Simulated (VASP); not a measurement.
Crystal: Ge.

```
Ge
1.0
     6.20551    0.00000    0.00000
    -3.10276    5.37413    0.00000
     0.00000    0.00000    3.65966
Ge
6
Direct
  0.62265 0.62265 0.16667
  0.37735 0.00000 0.50000
  0.00000 0.37735 0.83333
  0.00000 0.62265 0.33333
  0.37735 0.37735 0.66667
  0.62265 0.00000 0.00000
```

The cell was generated, and may not be a known phase.

| Property | Result |
| --- | --- |
| Program | VASP 6.6.1 |
| Task | relaxation of cell and atoms |
| Functional | PBE |
| Potentials or basis | VASP PAW PBE potentials, release 64 (Ge_d) |
| Cutoff | 600 eV |
| k mesh | 3 × 3 × 6 |
| Occupations | gaussian, width 0.1 eV |
| Spin | no spin polarisation |

At the start: pressure 11.5 GPa; volume 20.34 Å³/atom.

Where does the relaxation end?

Over 7 steps the energy falls by 116.5 meV/atom and the volume is 23.55 Å³/atom (+15.8 %); space group P6_122 (No. 178, to 0.1 Å) before and after.

Step by step:
```tsv
step	energy change (eV)	largest force (eV/Å)	pressure (GPa)	volume (Å³)
1	0.0000	0.2888	11.53	122.05
2	-0.5525	0.5362	-3.16	149.69
3	-0.6550	0.3974	0.10	140.65
4	-0.6869	0.1622	-0.29	141.52
5	-0.6949	0.0308	-0.35	142.09
6	-0.6955	0.0119	-0.32	142.29
7	-0.6988	0.0024	0.04	141.33
```

Final structure:
```
CELL_PARAMETERS angstrom
6.41067 0.00000 0.00000
-3.20534 5.55181 0.00000
0.00000 0.00000 3.97091
ATOMIC_POSITIONS crystal
Ge 0.61881 0.61881 0.16667
Ge 0.38119 0.00000 0.50000
Ge 0.00000 0.38119 0.83333
Ge 0.00000 0.61881 0.33333
Ge 0.38119 0.38119 0.66667
Ge 0.61881 0.00000 0.00000
```

Caveat: the k points lie up to 0.38 Å⁻¹ apart in the final cell; the volume moved by over 15 % at a fixed basis, so the end points are rough.
